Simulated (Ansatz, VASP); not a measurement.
**AlNi3: VASP beside Ansatz**

```xyz
4
Lattice="0.0000 2.8019 2.8019 2.8019 0.0000 2.8019 2.8019 2.8019 0.0000" Properties=species:S:1:pos:R:3 pbc="T T T"
Ni    4.2028    4.2028    4.2028
Ni    0.0000    0.0000    0.0000
Ni    1.4009    1.4009    1.4009
Al    2.8019    2.8019    2.8019
```

Alike in both runs: task single point; functional PBEsol; k mesh 7 × 7 × 7; occupations fermi-dirac, width 0.05 eV; collinear spin; fixed moment 2.2 μB.

```csv
,VASP,Ansatz
version,VASP 6.6.1,Ansatz 0.2.0
potentials or method,"VASP PAW PBE potentials, release 64 (Ni_sv_GW, Al)",Ansatz PAW
plane-wave cutoff (eV),590,420
valence electrons in the cell,57,57
```

Ansatz gave:

```
pressure (GPa)                                                : 3.3
net moment per atom (μB)                                      : 0.55
size of the moment on the site where the two differ most (μB) : 0.03
```

Q: Estimate VASP's values.

A: Pressure (GPa): 0.8; net moment per atom (μB): 0.55; size of the moment on the site where the two differ most (μB): 0.02.

VASP's potentials were made for PBE, not for PBEsol. Site moments also hang on the region over which each program counts them.
